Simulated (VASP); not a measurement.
Here is a VASP 6.6.1 calculation.

INCAR

```
PREC = Accurate
ENCUT = 500
EDIFF = 1E-6
ISMEAR = 0
SIGMA = 0.05
LREAL = False
LASPH = True
NELM = 120
ALGO = Normal
ISIF = 2
LWAVE = False
LCHARG = False
GGA = PE
NBANDS = 12
GGA_COMPAT = False
```

The input KPOINTS:

```
Automatic mesh
0
Gamma
  8 8 8
```

Contents of POSCAR:

```
Au
1.0
    0.0000000000      2.0827340721      2.0827340721
    2.0827340721      0.0000000000      2.0827340721
    2.0827340721      2.0827340721      0.0000000000
Au
1
Direct
    0.0000000000      0.0000000000      0.0000000000
```

Potentials or basis: VASP PAW PBE potentials, release 64 (Au).

Command:

```sh
$ cat potpaw_PBE.64/Au/POTCAR > POTCAR
$ mpirun -np 1 vasp_std > vasp.out
```

**Question.** Estimate the pressure.

**Answer.** -0.3 GPa.
